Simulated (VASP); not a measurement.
Here is a VASP 6.6.1 calculation.

POSCAR

```
Ta3N
1.0
    3.0322239879      0.0000000000      0.0000000000
   -1.5161119940      2.6259830035      0.0000000000
    0.0000000000      0.0000000000      7.5241370000
Ta N
3 1
Direct
    0.6666666667      0.3333333333      0.8260700000
    0.3333333333      0.6666666667      0.1739300000
    0.0000000000      0.0000000000      0.5000000000
    0.0000000000      0.0000000000      0.0000000000
```

File INCAR.step1:

```
PREC = Accurate
ENCUT = 520
EDIFF = 1E-5
ISMEAR = -1
SIGMA = 0.05
LREAL = F
LASPH = T
NELM = 80
ALGO = Normal
ISIF = 2
LWAVE = T
GGA = PE
NBANDS = 27
```

File INCAR.step2:

```
PREC = Accurate
ENCUT = 520
EDIFF = 1E-6
ISMEAR = -1
SIGMA = 0.05
LREAL = F
LASPH = T
NELM = 80
ALGO = Normal
ISIF = 2
LWAVE = F
LCHARG = T
GGA = PE
LHFCALC = T
AEXX = 0.1
PRECFOCK = Normal
LELF = T
LVHAR = T
ISTART = 1
NBANDS = 27
```

Contents of KPOINTS:

```
regular mesh
0
Gamma
  6 6 2
```

Potentials or basis: VASP PAW PBE potentials, release 64 (Ta_pv, N).

Launch:

```bash
$ cat potpaw_PBE.64/Ta_pv/POTCAR potpaw_PBE.64/N/POTCAR > POTCAR
$ cp INCAR.step1 INCAR
$ mpirun -np 1 vasp_std > vasp.out
$ cp INCAR.step2 INCAR
$ mpirun -np 1 vasp_std > vasp.out
```

Question: Estimate the pressure.

Answer: -2.2 GPa.

Question: Predict the largest force.

Answer: 0.232 eV/Å.

Question: Estimate the band gap on the k mesh.

Answer: Zero (bands 19 and 20 overlap by 0.46 eV).

Stress tensor (GPa, compression positive):
```
-4.68  0.00  0.00
 0.00 -4.68  0.00
 0.00  0.00  2.75
```

Caveat: the k points lie up to 0.42 Å⁻¹ apart; the PAW data sets were made with another functional, which shifts forces and pressure a little; spin-orbit coupling is left out, which moves the levels of the heavy elements.
